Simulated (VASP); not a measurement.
Input of a VASP 6.6.1 run:

INCAR

```
SYSTEM = Ge
ALGO = Normal
EDIFF = 1E-6
ENCUT = 520
GGA = PE
ISIF = 2
ISMEAR = -1
LASPH = .True.
LCHARG = .False.
LREAL = .False.
LWAVE = .False.
NBANDS = 13
NELM = 80
PREC = Accurate
SIGMA = 0.1
```

KPOINTS

```
k-points
0
Gamma
  14 14 14
  0 0 0
```

The input POSCAR:

```
Ge
1.0
    0.0000000000      2.1940817728      2.1940817728
    2.1940817728      0.0000000000      2.1940817728
    2.1940817728      2.1940817728      0.0000000000
Ge
1
Direct
    0.0000000000      0.0000000000      0.0000000000
```

Potentials or basis: VASP PAW PBE potentials, release 64 (Ge_d).

Command:

```sh
$ cat potpaw_PBE.64/Ge_d/POTCAR > POTCAR
$ mpirun -np 1 vasp_std > vasp.out
```

Task: Predict the band gap on the k mesh.

Result: Zero (band 7 reaches 13.58 eV, above the bottom of band 8 at 3.63 eV).

Task: Predict the pressure.

Result: -4.0 GPa.
